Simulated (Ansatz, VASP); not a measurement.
## In3GaAs4 in VASP and in Ansatz

INCAR

```
PREC = Accurate ; ENCUT = 520
EDIFF = 1E-6 ; ISMEAR = 0
SIGMA = 0.1 ; LREAL = False
LASPH = True ; NELM = 80
ALGO = Normal ; ISIF = 2
LWAVE = False ; LCHARG = False
GGA = PE ; NBANDS = 46
```

File KPOINTS:

```
regular mesh
0
Gamma
  4 4 4
```

The input POSCAR:

```
In3GaAs4
1.0
    5.7544699800      0.0000000000      0.0000000000
    0.0000000000      5.7544699800      0.0000000000
    0.0000000000      0.0000000000      5.7544699800
In Ga As
3 1 4
Direct
    0.0000000000      0.5000000000      0.5000000000
    0.5000000000      0.0000000000      0.5000000000
    0.5000000000      0.5000000000      0.0000000000
    0.0000000000      0.0000000000      0.0000000000
    0.7500000000      0.7500000000      0.2500000000
    0.7500000000      0.2500000000      0.7500000000
    0.2500000000      0.7500000000      0.7500000000
    0.2500000000      0.2500000000      0.2500000000
```

Input for Ansatz:

```yaml
crystal:
  lattice:
    - [5.75446998, 0.0, 0.0]
    - [0.0, 5.75446998, 0.0]
    - [0.0, 0.0, 5.75446998]
  atoms:
    - { symbol: In, position: [0.0, 0.5, 0.5] }
    - { symbol: In, position: [0.5, 0.0, 0.5] }
    - { symbol: In, position: [0.5, 0.5, 0.0] }
    - { symbol: Ga, position: [0.0, 0.0, 0.0] }
    - { symbol: As, position: [0.75, 0.75, 0.25] }
    - { symbol: As, position: [0.75, 0.25, 0.75] }
    - { symbol: As, position: [0.25, 0.75, 0.75] }
    - { symbol: As, position: [0.25, 0.25, 0.25] }
basis:
  ecutwfc: 420
kpoints:
  mp_grid: { grid: [4, 4, 4] }
hamiltonian:
  xc: pbe
scf:
  occupations: { method: gaussian, width: 0.1 }
  lower_state_search: "off"
output:
  forces: true
  stress: true
  eigenvalues: true
```

Alike in both runs: task single point; functional PBE; k mesh 4 × 4 × 4; occupations gaussian, width 0.1 eV; no spin polarisation.

```csv
,VASP,Ansatz
version,VASP 6.6.1,Ansatz 0.2.0
potentials or method,"VASP PAW PBE potentials, release 64 (In_d, Ga_d, As), cutoff 520 eV","scalar-relativistic, plane waves, PAW"
valence electrons in the cell,72,112
```

|  | VASP | Ansatz | Ansatz less VASP |
| --- | --- | --- | --- |
| gap on the k mesh at the Fermi level (eV) | 0.42 | 0.42 | -0.005 |
| least direct gap on the mesh (eV) | 0.42 | 0.42 | -0.005 |
| pressure (GPa) | 13.2 | 13.1 | -0.15 |

VASP's potentials hold 72 valence electrons a cell and Ansatz's 112, so a difference there can come from the potentials and not from the codes.
